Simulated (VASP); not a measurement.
Wanted: the native input for a VASP 6.6.1 run.

```
Task                   : single point
Functional             : PBEsol
Potentials or basis    : VASP PAW PBE potentials, release 64 (Cu)
Cutoff                 : 520 eV
k mesh                 : 24 × 24 × 12
Occupations            : gaussian, width 0.15 eV
Spin                   : no spin polarisation
Dipole correction      : no
Further INCAR settings : ALGO = Fast; EDIFF = 1e-06; NBANDS = 18
```

The structure of Cu lies in POSCAR:

```
Cu
1.0
    2.6237955341      0.0000000000      0.0000000000
   -1.3118977670      2.2722735869      0.0000000000
    0.0000000000      0.0000000000      3.7982064152
Cu
2
Direct
    0.3333333333      0.6666666667      0.2500000000
    0.6666666667      0.3333333333      0.7500000000
```

This isn't the form of Cu at room conditions, which is fcc.

These files were run (other wordings do the same):

INCAR

```
SYSTEM = Cu
PREC = Accurate
ENCUT = 520
EDIFF = 1E-6
ISMEAR = 0
SIGMA = 0.15
LREAL = .FALSE.
LASPH = .TRUE.
NELM = 60
ALGO = Fast
ISIF = 2
LWAVE = .FALSE.
LCHARG = .FALSE.
GGA = PS
NBANDS = 18
```

KPOINTS

```
regular mesh
0
G
  24 24 12
  0 0 0
```

Potentials or basis: VASP PAW PBE potentials, release 64 (Cu).

Launch:

```console
$ cat potpaw_PBE.64/Cu/POTCAR > POTCAR
$ mpirun -np 1 vasp_std > vasp.out
```

It gave:

| Item | Value |
| --- | --- |
| Pressure | 3.3 GPa |
| Band gap on the k mesh | zero (bands 11 and 12 overlap by 5.49 eV) |

Caveat: the stress differs along the axes, from -4 to 17 GPa; the PAW data sets were made with another functional, which shifts forces and pressure a little.

Wall time 120 s on 1 thread of Intel(R) Xeon(R) Platinum 8488C (Sapphire Rapids), on a shared host, peak memory 0.24 GiB.
